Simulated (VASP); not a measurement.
A run of VASP 6.6.1 is set up as follows.

The input INCAR:

```
ALGO = Normal
EDIFF = 1E-6
ENCUT = 600
GGA = PE
GGA_COMPAT = F
ISIF = 2
ISMEAR = 0
ISPIN = 2
LASPH = T
LCHARG = F
LMAXMIX = 4
LORBIT = 11
LREAL = F
LWAVE = F
MAGMOM = 1.83 1.83
NBANDS = 20
NELM = 200
PREC = Accurate
SIGMA = 0.1
```

The input KPOINTS:

```
k-points
0
Gamma
  3 3 1
```

File POSCAR:

```
Co
1.0
    2.4719999032      0.0000000000      0.0000000000
   -1.2359999516      2.1408147143      0.0000000000
    0.0000000000      0.0000000000      4.0211440800
Co
2
Direct
    1.2173333333      1.3966666667      0.9340000000
    1.5506666667      1.0633333333      1.4340000000
```

Potentials or basis: VASP PAW PBE potentials, release 64 (Co).

The run is started by

```bash
$ cat potpaw_PBE.64/Co/POTCAR > POTCAR
$ mpirun -np 1 vasp_std > vasp.out
```

(1) What does it give for the pressure?

(2) Estimate the site moments.

Answers

(1) 4.0 GPa.

(2) Co +1.85 μB.

Caveat: the k points lie up to 1.56 Å⁻¹ apart.
